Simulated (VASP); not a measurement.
Cr, 2 atoms in the cell. The structure is cubic, space group Pm-3m (No. 221). The conventional cell has a = 2.243 Å, b = 2.243 Å, c = 2.243 Å, α = 90.00°, β = 90.00°, γ = 90.00°. Cr (site symmetry m-3m) has 6 Cr at 2.24 Å within 3.0 Å.  This cell differs from its parent crystal: volume scaled by 0.88.

| Property | Result |
| --- | --- |
| Program | VASP 6.6.1 |
| Task | single point |
| Functional | PBE |
| Potentials or basis | VASP PAW PBE potentials, release 64 (Cr_pv) |
| Cutoff | 520 eV |
| k mesh | 13 × 13 × 13 |
| Occupations | fermi-dirac, width 0.05 eV |
| Spin | collinear spin, antiferromagnetic start |
| Starting moments | [0.191, -0.191] μB |
| Dipole correction | no |
| Further INCAR settings | ALGO = Normal; EDIFF = 1e-06; NBANDS = 23 |

Potentials or basis: VASP PAW PBE potentials, release 64 (Cr_pv).

The run is started by

```bash
$ cat potpaw_PBE.64/Cr_pv/POTCAR > POTCAR
$ mpirun -np 1 vasp_std > vasp.out
```

Hardware: 1 thread of Intel(R) Xeon(R) 6975P-C (Granite Rapids), on a shared host.

**Question.** How long does it take, and how much memory?

**Answer.** Wall time 29 s on 1 thread of Intel(R) Xeon(R) 6975P-C (Granite Rapids), with other jobs on the host, peak memory 0.18 GiB. Counts: scf iterations 15, k points 84.
